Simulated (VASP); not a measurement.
Write the native input for VASP 6.6.1 that does the following.

- Task: single point
- Functional: PBE
- Potentials or basis: VASP PAW PBE potentials, release 64 (Ag, Cd)
- Cutoff: 520 eV
- k mesh: 12 × 12 × 1
- Occupations: fermi-dirac, width 0.1 eV
- Spin: no spin polarisation
- Dipole correction: yes
- Further INCAR settings: ALGO = Normal; EDIFF = 1e-06; NBANDS = 42

The structure of CdAg5 (Ag (100), 6 layers) lies in POSCAR:

```
CdAg5
1.0
    2.9330648187      0.0000000000      0.0000000000
    0.0000000000      2.9330648187      0.0000000000
    0.0000000000      0.0000000000     26.3700000000
Ag Cd
5 1
Direct
    0.2500000000      0.2500000000      0.3049229631
    0.7500000000      0.7500000000      0.3819865048
    0.7500000000      0.7500000000      0.5392802561
    0.2500000000      0.2500000000      0.6180134944
    0.7500000000      0.7500000000      0.6950770339
    0.2500000000      0.2500000000      0.4607197477
```

The input as run:

INCAR

```
SYSTEM = CdAg5
ALGO = Normal
DIPOL = 0.5 0.5 0.500
EDIFF = 1E-6
ENCUT = 520
GGA = PE
IDIPOL = 3
ISIF = 2
ISMEAR = -1
LASPH = .TRUE.
LCHARG = .TRUE.
LDIPOL = .TRUE.
LELF = .TRUE.
LREAL = .FALSE.
LVACPOTAV = .TRUE.
LVHAR = .TRUE.
LWAVE = .FALSE.
NBANDS = 42
NELM = 100
PREC = Accurate
SIGMA = 0.1
```

KPOINTS

```
k-points
0
G
  12 12 1
  0 0 0
```

Potentials or basis: VASP PAW PBE potentials, release 64 (Ag, Cd).

Launch:

```bash
$ cat potpaw_PBE.64/Ag/POTCAR potpaw_PBE.64/Cd/POTCAR > POTCAR
$ mpirun -np 1 vasp_std > vasp.out
```

Results of the run:

```
Largest force : 0.294 eV/Å
```

Wall time 5.4 min on 1 thread of Oxide Virtual Turin-like Processor, on a shared host, peak memory 0.43 GiB.
